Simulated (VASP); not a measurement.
# BP (pbesol) (F-43m) in VASP: relaxation of cell and atoms with PBEsol

Aim: the relaxation of cell and atoms of BP (pbesol) with PBEsol.

All numbers are computed with VASP 6.6.1; they aren't measurements. Logs are shortened: lines on timing, memory, paths and dates and some standing lists are left out, and cuts for length are marked.

### Step 1. The cell of the first run

It takes space group F-43m (No. 216, cubic). The conventional cell has a = 4.538 Å, b = 4.538 Å, c = 4.538 Å, α = 90.00°, β = 90.00°, γ = 90.00°. Within 2.6 Å of B (site symmetry -43m) lie 4 P at 1.97 Å. Within 2.6 Å of P (site symmetry -43m) lie 4 B at 1.97 Å.

### Step 2. Relaxation of cell and atoms, PBEsol

File INCAR:

```
PREC = Accurate ; ENCUT = 500
EDIFF = 1E-7 ; ISMEAR = 0
SIGMA = 0.02 ; LREAL = F
LASPH = T ; NELM = 120
ALGO = Normal ; ISIF = 3
LWAVE = F ; LCHARG = F
GGA = PS ; IBRION = 2
NSW = 100 ; EDIFFG = -0.002
GGA_COMPAT = F ; NELMIN = 4
```

File KPOINTS:

```
Automatic mesh
0
Gamma
  10 10 10
```

File POSCAR:

```
BP
1.0
    0.0000000000      2.2690000000      2.2690000000
    2.2690000000      0.0000000000      2.2690000000
    2.2690000000      2.2690000000      0.0000000000
B P
1 1
Direct
    0.0000000000      0.0000000000      0.0000000000
    0.2500000000      0.2500000000      0.2500000000
```

Potentials or basis: VASP PAW PBE potentials, release 64 (B, P).

Run with:

```sh
> cat potpaw_PBE.64/B/POTCAR potpaw_PBE.64/P/POTCAR > POTCAR
> mpirun -np 1 vasp_std > vasp.out
```

OUTCAR:

```text
PREC = Accurate
   ENCUT = 500
   EDIFF = 1E-7
   ISMEAR = 0
   LREAL = F
   LASPH = T
   NELM = 120
   ISIF = 3
   GGA = PS
   IBRION = 2
   NSW = 100
   EDIFFG = -0.002
   NELMIN = 4

 ion  position               nearest neighbor table
   1  0.000  0.000  0.000-   2 1.97   2 1.97   2 1.97   2 1.97
   2  0.250  0.250  0.250-   1 1.97   1 1.97   1 1.97   1 1.97

  LATTYP: Found a face centered cubic cell.
 ALAT       =     4.5380000000

  Lattice vectors:

 A1 = (   0.0000000000,   2.2690000000,   2.2690000000)
 A2 = (   2.2690000000,   0.0000000000,   2.2690000000)
 A3 = (   2.2690000000,   2.2690000000,   0.0000000000)

Analysis of symmetry for initial positions (statically):
=====================================================================
 Subroutine PRICEL returns:
 Original cell was already a primitive cell.

 Routine SETGRP: Setting up the symmetry group for a
 face centered cubic supercell.

 Subroutine GETGRP returns: Found 24 space group operations
 (whereof 24 operations were pure point group operations)
 out of a pool of 48 trial point group operations.

The static configuration has the point symmetry T_d .

Analysis of symmetry for dynamics (positions and initial velocities):
=====================================================================
 Subroutine PRICEL returns:
 Original cell was already a primitive cell.

 Routine SETGRP: Setting up the symmetry group for a
 face centered cubic supercell.

 Subroutine GETGRP returns: Found 24 space group operations
 (whereof 24 operations were pure point group operations)
 out of a pool of 48 trial point group operations.

The dynamic configuration has the point symmetry T_d .

 Subroutine INISYM returns: Found 24 space group operations
 (whereof 24 operations are pure point group operations),
 and found     1 'primitive' translations

----------------------------------------------------------------------------------------

                                     Primitive cell

  volume of cell :      23.3633

  direct lattice vectors                    reciprocal lattice vectors
     0.000000000  2.269000000  2.269000000    -0.220361393  0.220361393  0.220361393
     2.269000000  0.000000000  2.269000000     0.220361393 -0.220361393  0.220361393
     2.269000000  2.269000000  0.000000000     0.220361393  0.220361393 -0.220361393

  length of vectors
     3.208850573  3.208850573  3.208850573     0.381677128  0.381677128  0.381677128
[... 90 lines left out ...]
   TEBEG  =    0.0;   TEEND  =   0.0 temperature during run
   PSTRESS=    0.0 pullay stress
   NELECT =       8.0000    total number of electrons
   NUPDOWN=      -1.0000    fix difference up-down
   EMIN   =  10.00;   EMAX   =-10.00  energy-range for DOS
   EFERMI =   0.00;   METHOD = LEGACY
   ISMEAR =     0;   SIGMA  =   0.02  broadening in eV -4-tet -1-fermi 0-gaus
   EFERMI_NEDOS =   21; number of points for ismear=-14 and -15
   IALGO  =     38    algorithm
   IMIX   =      4    mixing-type and parameters
     AMIX     =   0.40;   BMIX     =  1.00
     AMIX_MAG =   1.60;   BMIX_MAG =  1.00
  volume/ion in A,a.u.               =      11.68        78.83
  Fermi-wavevector in a.u.,A,eV,Ry     =   1.145320  2.164342 17.847562  1.311759
  Thomas-Fermi vector in A             =   2.282009
   LORBIT       =      0    0 simple, 1 ext, 2 COOP (PROOUT), +10 PAW based schemes
   GGA     = PS    functional components
   LHFCALC =     F    Hartree Fock is set to
   AEXX    =    0.0000 exact exchange contribution
   IVDW    =     0    specifies the selected vdW correction
   LEPSILON=     F    determine dielectric tensor
   LRPA    =     F    only Hartree local field effects (RPA)
 conjugate gradient relaxation of ions
 non-spin polarized calculation
 Gauss-broadening in eV      SIGMA  =   0.02
  energy-cutoff  :      500.00
  volume of cell :       23.36
 maximum number of plane-waves:       609
   NGX = 11   NGY = 11   NGZ = 11

--------------------------------------- Ionic step        1  -------------------------------------------

 number of electron       8.0000000 magnetization

 Free energy of the ion-electron system (eV)
  ---------------------------------------------------
  ext. energy  EPLUGINS =         0.00000000
  ---------------------------------------------------
  free energy    TOTEN  =       -13.67190174 eV

  energy without entropy =      -13.67190174  energy(sigma->0) =      -13.67190174

------------------------ aborting loop because EDIFF is reached ----------------------------------------

  FORCE on cell =-STRESS in cart. coord.  units (eV):
  Direction    XX          YY          ZZ          XY          YZ          ZX
  --------------------------------------------------------------------------------------
  -------------------------------------------------------------------------------------
  Total       -0.2693966     -0.2693966     -0.2693966     -0.0000000     -0.0000000     -0.0000000
  in kB      -18.4743499    -18.4743499    -18.4743499     -0.0000000     -0.0000000     -0.0000000
  external PRESSURE =     -18.4743499 kB  Pullay stress =       0.0000000 kB
[... 59 lines left out ...]
--------------------------------------- Ionic step        3  -------------------------------------------

 number of electron       8.0000001 magnetization

 Free energy of the ion-electron system (eV)
  ---------------------------------------------------
  ext. energy  EPLUGINS =         0.00000000
  ---------------------------------------------------
  free energy    TOTEN  =       -13.67341554 eV

  energy without entropy =      -13.67341554  energy(sigma->0) =      -13.67341554

 E-fermi :   7.6774     XC(G=0): -11.0929

 val. band max:        7.5381834858   @ k =   0.0000   0.0000   0.0000
 cond. band min:       8.6547219787   @ k =   0.4000   0.4000   0.0000
 fundamental gap:      1.1165384929
 Fermi energy:         7.6774317322

 k-point     1 :       0.0000    0.0000    0.0000
  band No.  band energies     occupation
      1      -8.0601      2.00000
      2       7.5382      2.00000
      3       7.5382      2.00000
      4       7.5382      2.00000
      5      10.9117      0.00000
      6      10.9117      0.00000
      7      10.9117      0.00000
      8      15.0508      0.00000
[... 243 lines left out ...]
 k-point    24 :       0.4000    0.3000    0.0000
  band No.  band energies     occupation
      1      -5.0797      2.00000
      2       1.3493      2.00000
      3       3.4071      2.00000
      4       3.9594      2.00000
      5       9.2416      0.00000
      6      11.0318      0.00000
      7      17.0655      0.00000
      8      17.0691      0.00000

 [... further k-points ...]
[... 5 lines left out ...]
  --------------------------------------------------------------------------------------
  -------------------------------------------------------------------------------------
  Total        0.0005310      0.0005310      0.0005310     -0.0000000      0.0000000     -0.0000000
  in kB        0.0368207      0.0368207      0.0368207     -0.0000000      0.0000000     -0.0000000
  external PRESSURE =       0.0368207 kB  Pullay stress =       0.0000000 kB
[... 17 lines left out ...]
  FREE ENERGIE OF THE ION-ELECTRON SYSTEM (eV)
  ---------------------------------------------------
  free  energy   TOTEN  =       -13.6734155379 eV

  energy  without entropy=      -13.6734155379  energy(sigma->0) =      -13.67341554

 reached required accuracy - stopping structural energy minimisation
```

CONTCAR:

```text
BP
   1.00000000000000
     0.0000000000000000    2.2605566077582910    2.2605566077582910
     2.2605566077582910   -0.0000000000000000    2.2605566077582910
     2.2605566077582910    2.2605566077582910    0.0000000000000000
  B               P
     1     1
Direct
     0.0000000000000000    0.0000000000000000    0.0000000000000000
     0.2500000000000000    0.2500000000000000    0.2500000000000000

  0.00000000E+00  0.00000000E+00  0.00000000E+00
  0.00000000E+00  0.00000000E+00  0.00000000E+00
```

Run time: 12 s. Hardware: 1 thread of Intel Xeon 6975P-C, shared host; peak memory 0.13 GiB.

What came out:

- Free energy: -13.6734 eV
- Relaxed volume: 11.55 Å³/atom
- Relaxed cell: a = 3.197 Å, b = 3.197 Å, c = 3.197 Å, α = 60.00°, β = 60.00°, γ = 60.00°
- Space group after relaxing (to 0.05 Å): F-43m (No. 216)
- Energy gained by relaxing: 0.8 meV/atom
- Ionic steps: 3
- Pressure after relaxing: 0.0 GPa
- Band gap on the k mesh: 1.12 eV, indirect (least direct gap 3.37 eV)

Step by step:
```csv
step,energy change (eV),largest force (eV/Å),pressure (GPa),volume (Å³)
1,0.0000,0.0000,-1.85,23.36
2,-0.0007,0.0000,1.44,22.91
3,-0.0015,0.0000,0.00,23.10
```

Final structure:
```cif
data_structure
_symmetry_space_group_name_H-M 'P 1'
_symmetry_Int_Tables_number 1
_cell_length_a 3.1969
_cell_length_b 3.1969
_cell_length_c 3.1969
_cell_angle_alpha 60.000
_cell_angle_beta 60.000
_cell_angle_gamma 60.000
_cell_volume 23.10
loop_
_atom_site_label
_atom_site_type_symbol
_atom_site_fract_x
_atom_site_fract_y
_atom_site_fract_z
_atom_site_occupancy
B1 B 0.00000 0.00000 0.00000 1
P1 P 0.25000 0.25000 0.25000 1
```

Levels at points of the mesh, in eV from the valence-band top:
| k point | band 1 | band 2 | band 3 | band 4 | band 5 | band 6 | band 7 | band 8 |
| --- | --- | --- | --- | --- | --- | --- | --- | --- |
| (0.00, 0.00, 0.00) | -15.60 | 0.00 | 0.00 | 0.00 | 3.37 | 3.37 | 3.37 | 7.51 |
| (0.50, 0.00, 0.00) | -12.21 | -9.18 | -1.78 | -1.78 | 3.80 | 4.66 | 4.66 | 9.97 |
| (0.50, 0.50, 0.00) | -10.66 | -8.66 | -4.19 | -4.19 | 1.20 | 1.51 | 12.20 | 12.20 |

Caveat: the PAW data sets were made with another functional, which shifts forces and pressure a little.
